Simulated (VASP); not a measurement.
A run of VASP 6.6.1 is set up as follows.

INCAR

```
PREC = Accurate
ENCUT = 500
EDIFF = 1E-6
ISMEAR = 0
SIGMA = 0.1
LREAL = F
LASPH = T
NELM = 200
ALGO = Normal
ISIF = 2
LWAVE = F
LCHARG = T
ISPIN = 2
MAGMOM = -0.04 0.13 -0.01 -0.01
LORBIT = 11
LMAXMIX = 6
GGA = PE
LELF = T
LVHAR = T
NBANDS = 32
GGA_COMPAT = F
```

File KPOINTS:

```
Automatic mesh
0
Gamma
  6 6 4
```

File POSCAR:

```
PrWCl2
1.0
    4.7502393192      0.0000000000      0.0000000000
   -2.3751196596      4.1138279245      0.0000000000
    0.0000000000      0.0000000000      5.3933339397
Pr W Cl
1 1 2
Direct
    0.0000000000      0.0000000000      0.0000000000
    0.0000000000      0.0000000000      0.5000000000
    0.3333333333      0.6666666667      0.5000000000
    0.6666666667      0.3333333333      0.5000000000
```

Potentials or basis: VASP PAW PBE potentials, release 64 (Pr_3, W_sv, Cl), 4f in core.

The run is started by

```bash
$ cat potpaw_PBE.64/Pr_3/POTCAR potpaw_PBE.64/W_sv/POTCAR potpaw_PBE.64/Cl/POTCAR > POTCAR
$ mpirun -np 1 vasp_std > vasp.out
```

Question: What does it give for the net moment?

Answer: -0.01 μB per cell.

Question: Predict the pressure.

Answer: -0.2 GPa.

Stress tensor (GPa, compression positive):
```
-0.11  0.00  0.00
 0.00 -0.11  0.00
 0.00  0.00 -0.32
```

Caveat: the magnetic or orbital state may not be the lowest.
